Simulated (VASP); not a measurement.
A run of VASP 6.6.1:

The input INCAR:

```
SYSTEM = Zr
PREC     = Accurate       ! precision mode
ENCUT    = 500            ! plane-wave cutoff, eV
EDIFF    = 1E-6           ! SCF threshold, eV
ISMEAR   = -1             ! smearing method
SIGMA    = 0.05           ! smearing width, eV
LREAL    = .False.        ! projectors in reciprocal space
LASPH    = .True.         ! aspherical terms in the spheres
NELM     = 120            ! most SCF steps
ALGO     = Normal         ! electronic algorithm
ISIF     = 2              ! what is computed and relaxed
LWAVE    = .False.        ! write WAVECAR
LCHARG   = .False.        ! write CHGCAR
GGA      = PS             ! functional
NBANDS   = 12             ! bands
GGA_COMPAT= .False.
```

Contents of KPOINTS:

```
regular mesh
0
Gamma
  10 10 10
  0 0 0
```

File POSCAR:

```
Zr
1.0
   -1.7855375418      1.7855375418      1.7855375418
    1.7855375418     -1.7855375418      1.7855375418
    1.7855375418      1.7855375418     -1.7855375418
Zr
1
Direct
    0.0000000000      0.0000000000      0.0000000000
```

Potentials or basis: VASP PAW PBE potentials, release 64 (Zr_sv).

Command:

```console
$ cat potpaw_PBE.64/Zr_sv/POTCAR > POTCAR
$ mpirun -np 1 vasp_std > vasp.out
```

Hardware: 1 thread of Intel Xeon 6975P-C, with other jobs on the host.

Problem. How long does it take, and how much memory?

Solution. Wall time 8 s on 1 thread of Intel Xeon 6975P-C, with other jobs on the host, peak memory 0.14 GiB. Counts: scf iterations 12, k points 47.
